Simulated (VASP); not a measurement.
# NbSnS4 (P4/mmm) in VASP: notebook, part 2 of 2

VASP 6.6.1.

**3. Single point, PBE**

This run uses another cell than the first one, of 20.90 Å³/atom, 1.034 times its volume.

INCAR

```
SYSTEM = NbSnS4
PREC = Accurate
ENCUT = 520
EDIFF = 1E-7
ISMEAR = 0
SIGMA = 0.1
LREAL = .False.
LASPH = .True.
NELM = 80
ALGO = Normal
ISIF = 2
LWAVE = .False.
LCHARG = .True.
GGA = PE
LELF = .True.
LVHAR = .True.
NBANDS = 34
```

KPOINTS

```
regular mesh
0
Gamma
  4 4 4
  0 0 0
```

POSCAR

```
NbSnS4
1.0
    4.4358006300      0.0000000000      0.0000000000
    0.0000000000      4.4358006300      0.0000000000
    0.0000000000      0.0000000000      6.3742477700
Nb Sn S
1 1 4
Direct
    0.5000000000      0.5000000000      0.5000000000
    0.0000000000      0.0000000000      0.0000000000
    0.5000000000      0.0000000000      0.7631459800
    0.0000000000      0.5000000000      0.2368540200
    0.5000000000      0.0000000000      0.2368540200
    0.0000000000      0.5000000000      0.7631459800
```

Potentials or basis: VASP PAW PBE potentials, release 64 (Nb_sv, Sn_d, S).

On the command line:

```bash
cat potpaw_PBE.64/Nb_sv/POTCAR potpaw_PBE.64/Sn_d/POTCAR potpaw_PBE.64/S/POTCAR > POTCAR
mpirun -np 1 vasp_std > vasp.out
```

OUTCAR:

```text
SYSTEM = NbSnS4
   PREC = Accurate
   ENCUT = 520
   EDIFF = 1E-7
   ISMEAR = 0
   LREAL = .False.
   LASPH = .True.
   NELM = 80
   ISIF = 2
   GGA = PE

 ion  position               nearest neighbor table
   1  0.500  0.500  0.500-   3 2.78   4 2.78   5 2.78   6 2.78   3 2.78   5 2.78   4 2.78   6 2.78

   2  0.000  0.000  0.000-   3 2.68   4 2.68   5 2.68   6 2.68   4 2.68   6 2.68   3 2.68   5 2.68

   3  0.500  0.000  0.763-   2 2.68   2 2.68   1 2.78   1 2.78
   4  0.000  0.500  0.237-   2 2.68   2 2.68   1 2.78   1 2.78
   5  0.500  0.000  0.237-   2 2.68   2 2.68   1 2.78   1 2.78
   6  0.000  0.500  0.763-   2 2.68   2 2.68   1 2.78   1 2.78

  LATTYP: Found a simple tetragonal cell.
 ALAT       =     4.4358006300
 C/A-ratio  =     1.4370005105

  Lattice vectors:

 A1 = (   4.4358006300,   0.0000000000,   0.0000000000)
 A2 = (   0.0000000000,   4.4358006300,   0.0000000000)
 A3 = (   0.0000000000,   0.0000000000,   6.3742477700)

Analysis of symmetry for initial positions (statically):
=====================================================================
 Subroutine PRICEL returns:
 Original cell was already a primitive cell.

 Routine SETGRP: Setting up the symmetry group for a
 simple tetragonal supercell.

 Subroutine GETGRP returns: Found 16 space group operations
 (whereof 16 operations were pure point group operations)
 out of a pool of 16 trial point group operations.

The static configuration has the point symmetry D_4h.

Analysis of symmetry for dynamics (positions and initial velocities):
=====================================================================
 Subroutine PRICEL returns:
 Original cell was already a primitive cell.

 Routine SETGRP: Setting up the symmetry group for a
 simple tetragonal supercell.

 Subroutine GETGRP returns: Found 16 space group operations
 (whereof 16 operations were pure point group operations)
 out of a pool of 16 trial point group operations.

The dynamic configuration has the point symmetry D_4h.

 Subroutine INISYM returns: Found 16 space group operations
 (whereof 16 operations are pure point group operations),
 and found     1 'primitive' translations

----------------------------------------------------------------------------------------

                                     Primitive cell

  volume of cell :     125.4218

  direct lattice vectors                    reciprocal lattice vectors
     4.435800630  0.000000000  0.000000000     0.225438446  0.000000000  0.000000000
     0.000000000  4.435800630  0.000000000     0.000000000  0.225438446  0.000000000
     0.000000000  0.000000000  6.374247770     0.000000000  0.000000000  0.156881257

  length of vectors
     4.435800630  4.435800630  6.374247770     0.225438446  0.225438446  0.156881257

  position of ions in fractional coordinates (direct lattice)
     0.500000000  0.500000000  0.500000000
     0.000000000  0.000000000  0.000000000
     0.500000000  0.000000000  0.763145980
     0.000000000  0.500000000  0.236854020
     0.500000000  0.000000000  0.236854020
     0.000000000  0.500000000  0.763145980

  ion indices of the primitive-cell ions
   primitive index   ion index
                 1           1
[... 30 lines left out ...]
 Found     18 irreducible k-points:

 Following reciprocal coordinates:
            Coordinates               Weight
  0.000000  0.000000  0.000000      1.000000
  0.250000  0.000000  0.000000      4.000000
  0.500000  0.000000  0.000000      2.000000
  0.250000  0.250000  0.000000      4.000000
  0.500000  0.250000  0.000000      4.000000
  0.500000  0.500000  0.000000      1.000000
[... 10 lines left out ...]
  0.500000  0.250000  0.500000      4.000000
  0.500000  0.500000  0.500000      1.000000
   k-points           NKPTS =     18   k-points in BZ     NKDIM =     18   number of bands    NBANDS=     34
   number of dos      NEDOS =    301   number of ions     NIONS =      6
   total plane-waves  NPLWV =  62208
   dimension x,y,z NGX =    36 NGY =   36 NGZ =   48
   dimension x,y,z NGXF=    72 NGYF=   72 NGZF=   96
   ions per type =               1   1   4
   NGX,Y,Z   is equivalent  to a cutoff of  13.49, 13.49, 12.52 a.u.
   NGXF,Y,Z  is equivalent  to a cutoff of  26.98, 26.98, 25.04 a.u.
 SYSTEM =  NbSnS4
   PREC   = accura    normal or accurate (medium, high low for compatibility)
   ISTART =      0    job   : 0-new  1-cont  2-samecut
   ICHARG =      2    charge: 1-file 2-atom 10-const
   ISPIN  =      1    spin polarized calculation?
   LNONCOLLINEAR =      F non collinear calculations
   LSORBIT =      F    spin-orbit coupling
   LASPH  =      T    aspherical Exc in radial PAW
   ENCUT  =  520.0 eV  38.22 Ry    6.18 a.u.   8.25  8.25 11.85*2*pi/ulx,y,z
   NELM   =     80;   NELMIN=  2; NELMDL= -5     # of ELM steps
   EDIFF  = 0.1E-06   stopping-criterion for ELM
   LREAL  =      F    real-space projection
   EDIFFG = 0.1E-05   stopping-criterion for IOM
   NSW    =      0    number of steps for IOM
   IBRION =     -1    ionic relax: 0-MD 1-quasi-New 2-CG
   NFREE  =      0    steps in history (QN), initial steepest desc. (CG)
   ISIF   =      2    stress and relaxation
   ISYM   =      2    0-nonsym 1-usesym 2-fastsym
   POTIM  = 0.5000    time-step for ionic-motion
   TEBEG  =    0.0;   TEEND  =   0.0 temperature during run
   PSTRESS=    0.0 pullay stress
   NELECT =      51.0000    total number of electrons
   NUPDOWN=      -1.0000    fix difference up-down
   EMIN   =  10.00;   EMAX   =-10.00  energy-range for DOS
   EFERMI =   0.00;   METHOD = LEGACY
   ISMEAR =     0;   SIGMA  =   0.10  broadening in eV -4-tet -1-fermi 0-gaus
   EFERMI_NEDOS =   21; number of points for ismear=-14 and -15
   IALGO  =     38    algorithm
   IMIX   =      4    mixing-type and parameters
     AMIX     =   0.40;   BMIX     =  1.00
     AMIX_MAG =   1.60;   BMIX_MAG =  1.00
  volume/ion in A,a.u.               =      20.90       141.06
  Fermi-wavevector in a.u.,A,eV,Ry     =   1.212850  2.291955 20.014252  1.471006
  Thomas-Fermi vector in A             =   2.348321
   LORBIT       =      0    0 simple, 1 ext, 2 COOP (PROOUT), +10 PAW based schemes
   GGA     = PE    functional components
   LHFCALC =     F    Hartree Fock is set to
   AEXX    =    0.0000 exact exchange contribution
   IVDW    =     0    specifies the selected vdW correction
   LEPSILON=     F    determine dielectric tensor
   LRPA    =     F    only Hartree local field effects (RPA)
 non-spin polarized calculation
 Gauss-broadening in eV      SIGMA  =   0.10
  energy-cutoff  :      520.00
  volume of cell :      125.42
 maximum number of plane-waves:      3396
 NGX is ok and might be reduce to    36
   NGX = 17   NGY = 17   NGZ = 23

 number of electron      51.0000004 magnetization

 Free energy of the ion-electron system (eV)
  ---------------------------------------------------
  ext. energy  EPLUGINS =         0.00000000
  ---------------------------------------------------
  free energy    TOTEN  =       -31.54986711 eV

  energy without entropy =      -31.53041866  energy(sigma->0) =      -31.54014288

 E-fermi :   6.4951     XC(G=0): -10.1500

 val. band max:        6.4856314432   @ k =   0.2500   0.0000   0.0000
 cond. band min:       6.4992851888   @ k =   0.5000   0.0000   0.0000
 fundamental gap:      0.0136537455
 Fermi energy:         6.4950780608

 k-point     1 :       0.0000    0.0000    0.0000
  band No.  band energies     occupation
      1     -49.7883      2.00000
      2     -25.7901      2.00000
      3     -25.6978      2.00000
      4     -25.6978      2.00000
      5     -15.1188      2.00000
      6     -15.0750      2.00000
[... 655 lines left out ...]
     33      12.1360      0.00000
     34      12.1412      0.00000

------------------------ aborting loop because EDIFF is reached ----------------------------------------

  FORCE on cell =-STRESS in cart. coord.  units (eV):
  Direction    XX          YY          ZZ          XY          YZ          ZX
  --------------------------------------------------------------------------------------
  -------------------------------------------------------------------------------------
  Total       -2.2976372     -2.2976372     -3.3411128      0.0000000      0.0000000      0.0000000
  in kB      -29.3507400    -29.3507400    -42.6804252      0.0000000      0.0000000      0.0000000
  external PRESSURE =     -33.7939684 kB  Pullay stress =       0.0000000 kB

 VOLUME and BASIS-vectors are now :
 -----------------------------------------------------------------------------
  energy-cutoff  :      520.00
  volume of cell :      125.42
      direct lattice vectors                 reciprocal lattice vectors
     4.435800630  0.000000000  0.000000000     0.225438446  0.000000000  0.000000000
     0.000000000  4.435800630  0.000000000     0.000000000  0.225438446  0.000000000
     0.000000000  0.000000000  6.374247770     0.000000000  0.000000000  0.156881257

 POSITION                                       TOTAL-FORCE (eV/Angst)
 -----------------------------------------------------------------------------------
      2.21790      2.21790      3.18712         0.000000      0.000000      0.000000
      0.00000      0.00000      0.00000         0.000000      0.000000      0.000000
      2.21790      0.00000      4.86448         0.000000      0.000000     -2.193637
      0.00000      2.21790      1.50977         0.000000     -0.000000      2.193637
      2.21790      0.00000      1.50977        -0.000000      0.000000      2.193637
      0.00000      2.21790      4.86448        -0.000000      0.000000     -2.193637
 -----------------------------------------------------------------------------------
    total drift:                                0.000000      0.000000      0.000000

  FREE ENERGIE OF THE ION-ELECTRON SYSTEM (eV)
  ---------------------------------------------------
  free  energy   TOTEN  =       -31.5498671091 eV

  energy  without entropy=      -31.5304186559  energy(sigma->0) =      -31.54014288
```

It took 1.9 min on 1 thread of Intel Xeon 6975P-C, shared host; peak memory 0.27 GiB.

What came out:

```
Free energy   : -31.5499 eV
Pressure      : -3.4 GPa
Largest force : 2.194 eV/Å
```

Forces on the atoms (eV/Å):
```
Nb   0.000  0.000  0.000
Sn   0.000  0.000  0.000
S    0.000  0.000 -2.194
S    0.000  0.000  2.194
S    0.000  0.000  2.194
S    0.000  0.000 -2.194
```

Levels at points of the mesh, in eV from the Fermi level:
```tsv
k point	band 23	band 24	band 25	band 26	band 27	band 28
(0.00, 0.00, 0.00)	-1.03	-0.74	-0.74	0.05	0.37	0.38
(0.50, 0.00, 0.00)	-2.11	-1.59	-0.20	0.00	0.06	1.19
(0.50, 0.50, 0.00)	-1.35	-0.04	0.30	0.41	0.55	2.27
(0.00, 0.00, 0.50)	-1.94	-0.75	-0.27	-0.22	-0.22	0.06
(0.50, 0.00, 0.50)	-2.73	-2.39	-2.38	0.12	0.79	1.61
(0.50, 0.50, 0.50)	-0.05	0.10	0.22	0.25	0.34	0.49
```

Caveat: spin-orbit coupling is left out, which moves the levels of the heavy elements; forces of over 1 eV/Å act on the atoms, so gaps and moduli don't describe the material at rest.

**4. Relaxation of cell and atoms, PBE**

This run uses another cell than the first one, of 20.90 Å³/atom, 1.034 times its volume.

INCAR

```
SYSTEM = NbSnS4
PREC = Accurate
ENCUT = 600
EDIFF = 1E-6
ISMEAR = 0
SIGMA = 0.1
LREAL = .FALSE.
LASPH = .TRUE.
NELM = 80
ALGO = Normal
ISIF = 3
LWAVE = .FALSE.
LCHARG = .FALSE.
GGA = PE
IBRION = 2
NSW = 90
EDIFFG = -0.04
```

KPOINTS

```
Automatic mesh
0
G
  4 4 4
  0 0 0
```

POSCAR is that of step 3.

Potentials or basis: VASP PAW PBE potentials, release 64 (Nb_sv, Sn_d, S).

On the command line:

```bash
cat potpaw_PBE.64/Nb_sv/POTCAR potpaw_PBE.64/Sn_d/POTCAR potpaw_PBE.64/S/POTCAR > POTCAR
mpirun -np 1 vasp_std > vasp.out
```

OUTCAR:

```text
SYSTEM = NbSnS4
   PREC = Accurate
   ENCUT = 600
   EDIFF = 1E-6
   ISMEAR = 0
   LREAL = .FALSE.
   LASPH = .TRUE.
   NELM = 80
   ISIF = 3
   GGA = PE
   IBRION = 2
   NSW = 90
   EDIFFG = -0.04

 ion  position               nearest neighbor table
   1  0.500  0.500  0.500-   3 2.78   4 2.78   5 2.78   6 2.78   3 2.78   5 2.78   4 2.78   6 2.78

   2  0.000  0.000  0.000-   3 2.68   4 2.68   5 2.68   6 2.68   4 2.68   6 2.68   3 2.68   5 2.68

   3  0.500  0.000  0.763-   2 2.68   2 2.68   1 2.78   1 2.78
   4  0.000  0.500  0.237-   2 2.68   2 2.68   1 2.78   1 2.78
   5  0.500  0.000  0.237-   2 2.68   2 2.68   1 2.78   1 2.78
   6  0.000  0.500  0.763-   2 2.68   2 2.68   1 2.78   1 2.78

  LATTYP: Found a simple tetragonal cell.
[... 192 lines left out ...]
  --------------------------------------------------------------------------------------
  -------------------------------------------------------------------------------------
  Total       -2.2736119     -2.2736119     -3.3163357      0.0000000      0.0000000      0.0000000
  in kB      -29.0438340    -29.0438340    -42.3639155      0.0000000      0.0000000      0.0000000
  external PRESSURE =     -33.4838611 kB  Pullay stress =       0.0000000 kB
[... 267 lines left out ...]
--------------------------------------- Ionic step        8  -------------------------------------------

 number of electron      50.9999999 magnetization

 Free energy of the ion-electron system (eV)
  ---------------------------------------------------
  ext. energy  EPLUGINS =         0.00000000
  ---------------------------------------------------
  free energy    TOTEN  =       -32.61751546 eV

  energy without entropy =      -32.59541861  energy(sigma->0) =      -32.60646703

 E-fermi :   6.8635     XC(G=0): -10.2810

 val. band max:        6.8494317134   @ k =   0.5000   0.0000   0.2500
 cond. band min:       6.8673079423   @ k =   0.5000   0.5000   0.5000
 fundamental gap:      0.0178762289
 Fermi energy:         6.8634826505

 k-point     1 :       0.0000    0.0000    0.0000
  band No.  band energies     occupation
      1     -49.0499      2.00000
      2     -25.0931      2.00000
      3     -25.0398      2.00000
      4     -25.0398      2.00000
      5     -14.6866      2.00000
      6     -14.6551      2.00000
[... 616 lines left out ...]
  FREE ENERGIE OF THE ION-ELECTRON SYSTEM (eV)
  ---------------------------------------------------
  free  energy   TOTEN  =       -32.6175154632 eV

  energy  without entropy=      -32.5954186065  energy(sigma->0) =      -32.60646703

 reached required accuracy - stopping structural energy minimisation
```

OSZICAR:

```text
N       E                     dE             d eps       ncg     rms          rms(c)
DAV:   1     0.605817831259E+03    0.60582E+03   -0.25674E+04  1086   0.206E+03
DAV:   2     0.652012297711E+02   -0.54062E+03   -0.52872E+03  1132   0.617E+02
DAV:   3    -0.293378564787E+02   -0.94539E+02   -0.90463E+02  1728   0.203E+02
DAV:   4    -0.356041084977E+02   -0.62663E+01   -0.61593E+01  1498   0.477E+01
[... 88 lines left out ...]
DAV:   4    -0.326175678940E+02    0.14290E-02   -0.39167E-03  1642   0.367E-01    0.679E-02
DAV:   5    -0.326175237832E+02    0.44111E-04   -0.44324E-04  1622   0.121E-01    0.403E-02
DAV:   6    -0.326175178136E+02    0.59696E-05   -0.45692E-05  1652   0.396E-02    0.165E-02
DAV:   7    -0.326175157177E+02    0.20959E-05   -0.72516E-06  1386   0.179E-02    0.607E-03
DAV:   8    -0.326175154632E+02    0.25450E-06   -0.11721E-06   726   0.896E-03
   8 F= -.32617515E+02 E0= -.32606467E+02  d E =-.154168E-01
```

CONTCAR:

```text
NbSnS4
   1.00000000000000
     4.3677316666068204   -0.0000000000000000   -0.0000000000000000
     0.0000000000000000    4.3677316666068204    0.0000000000000000
    -0.0000000000000000    0.0000000000000000    6.3624924295920788
  Nb              Sn              S
     1     1     4
Direct
     0.5000000000000000    0.5000000000000000    0.5000000000000000
     0.0000000000000000    0.0000000000000000    0.0000000000000000
     0.5000000000000000    0.0000000000000000    0.7272653039331152
     0.0000000000000000    0.5000000000000000    0.2727346960668846
     0.5000000000000000    0.0000000000000000    0.2727346960668846
     0.0000000000000000    0.5000000000000000    0.7272653039331152

  0.00000000E+00  0.00000000E+00  0.00000000E+00
  0.00000000E+00  0.00000000E+00  0.00000000E+00
  0.00000000E+00  0.00000000E+00  0.00000000E+00
  0.00000000E+00  0.00000000E+00  0.00000000E+00
  0.00000000E+00  0.00000000E+00  0.00000000E+00
  0.00000000E+00  0.00000000E+00  0.00000000E+00
```

Run time: 8.6 min. Hardware: 1 thread of Intel Xeon 6975P-C, shared host; peak memory 0.32 GiB.

Results:

* Free energy: -32.6175 eV
* Relaxed volume: 20.23 Å³/atom
* Relaxed cell: a = 4.368 Å, b = 4.368 Å, c = 6.362 Å, α = 90.00°, β = 90.00°, γ = 90.00°
* Space group after relaxing (to 0.05 Å): P4/mmm (No. 123)
* Energy gained by relaxing: 177.8 meV/atom
* Ionic steps: 8
* Pressure after relaxing: -0.2 GPa
* Largest force after relaxing: 0.021 eV/Å

Forces on the atoms (eV/Å):
```
Nb   0.000  0.000  0.000
Sn   0.000  0.000  0.000
S    0.000  0.000 -0.021
S    0.000  0.000  0.021
S    0.000  0.000  0.021
S    0.000  0.000 -0.021
```

Step by step:
| step | energy change (eV) | largest force (eV/Å) | pressure (GPa) | volume (Å³) |
| --- | --- | --- | --- | --- |
| 1 | 0.0000 | 2.1939 | -3.35 | 125.42 |
| 2 | -0.7752 | 1.1881 | 1.70 | 117.65 |
| 3 | -0.8719 | 0.5045 | 5.66 | 113.74 |
| 4 | -1.0460 | 0.0628 | -0.81 | 122.60 |
| 5 | -1.0514 | 0.0314 | -0.01 | 121.15 |
| 6 | -1.0515 | 0.0274 | 0.08 | 121.00 |
| 7 | -1.0633 | 0.0001 | -0.06 | 121.23 |
| 8 | -1.0669 | 0.0212 | -0.16 | 121.38 |

Final structure:
```yaml
crystal:
  lattice:
    - [4.36773, 0.00000, 0.00000]
    - [0.00000, 4.36773, 0.00000]
    - [0.00000, 0.00000, 6.36249]
  atoms:
    - { symbol: Nb, position: [0.50000, 0.50000, 0.50000] }
    - { symbol: Sn, position: [0.00000, 0.00000, 0.00000] }
    - { symbol: S, position: [0.50000, 0.00000, 0.72727] }
    - { symbol: S, position: [0.00000, 0.50000, 0.27273] }
    - { symbol: S, position: [0.50000, 0.00000, 0.27273] }
    - { symbol: S, position: [0.00000, 0.50000, 0.72727] }
```

Levels at points of the mesh, in eV from the Fermi level:
```
           k point  band 22  band 23  band 24  band 25  band 26  band 27  band 28  band 29
(0.00, 0.00, 0.00)    -0.87    -0.87    -0.68    -0.68    -0.13     0.43     1.05     2.59
(0.50, 0.00, 0.00)    -2.22    -2.06    -1.63    -0.19    -0.13     0.05     0.30     1.76
(0.50, 0.50, 0.00)    -1.35    -1.35    -0.02     0.25     0.44     0.77     2.32     2.57
(0.00, 0.00, 0.50)    -1.66    -1.07    -0.42    -0.42    -0.12    -0.11     0.12     2.73
(0.50, 0.00, 0.50)    -3.07    -2.78    -2.64    -2.41     0.04     1.23     1.44     2.15
(0.50, 0.50, 0.50)    -2.53    -0.52     0.00     0.09     0.31     0.33     0.66     1.78
```

Caveat: spin-orbit coupling is left out, which moves the levels of the heavy elements.

**5. The runs side by side**

| task | cell | cutoff (eV) | gap on the mesh (eV) | pressure (GPa) | largest force (eV/Å) |
| --- | --- | --- | --- | --- | --- |
| single point | a = 4.357, b = 4.357, c = 6.390 Å, 6 atoms | 520 | none | -0.1 | 0.03 |
| single point | a = 4.436, b = 4.436, c = 6.374 Å, 6 atoms | 520 | none | -3.4 | 2.19 |
| relaxation of cell and atoms | relaxed from a = 4.436, b = 4.436, c = 6.374 Å, 6 atoms | 600 | none | -0.2 | 0.02 |

Alike in all rows: level PBE; potentials or basis VASP PAW PBE potentials, release 64 (Nb_sv, Sn_d, S); no spin polarisation; k mesh 4 × 4 × 4; smearing gaussian 0.1 eV.

Caveats: some runs use coarse meshes; spin-orbit coupling is left out, which moves the levels of the heavy elements; forces of over 1 eV/Å act on the atoms, so gaps and moduli don't describe the material at rest (some runs).

Absolute energies hang on the potentials; compare differences alone.
